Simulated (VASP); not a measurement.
WC2, 3 atoms in the cell. The structure is tetragonal, space group I4/mmm (No. 139). The conventional cell has a = 2.808 Å, b = 2.808 Å, c = 6.957 Å, α = 90.00°, β = 90.00°, γ = 90.00°. Within 3.0 Å of C (site symmetry 4mm) lie 9 C at 2.26 to 2.81 Å and 5 W at 2.29 to 2.35 Å. Within 3.0 Å of W (site symmetry 4/mmm) lie 10 C at 2.29 to 2.35 Å and 4 W at 2.81 Å. 

| Property | Result |
| --- | --- |
| Program | VASP 6.6.1 |
| Task | single point |
| Functional | PBEsol |
| Potentials or basis | VASP PAW PBE potentials, release 64 (C, W_sv) |
| Cutoff | 520 eV |
| k mesh | 8 × 8 × 8 |
| Occupations | gaussian, width 0.1 eV |
| Spin | no spin polarisation |
| Dipole correction | no |
| Further INCAR settings | ALGO = Normal; EDIFF = 1e-06; NBANDS = 18 |

Potentials or basis: VASP PAW PBE potentials, release 64 (C, W_sv).

Command:

```sh
$ cat potpaw_PBE.64/C/POTCAR potpaw_PBE.64/W_sv/POTCAR > POTCAR
$ mpirun -np 1 vasp_std > vasp.out
```

Hardware: 1 thread of Intel Xeon 8259CL, on a shared host.

Task: How long does it take, and how much memory?

Result: Run time: 64 s on 1 thread of Intel Xeon 8259CL, on a shared host, peak memory 0.19 GiB. Counts: scf iterations 12, k points 59.
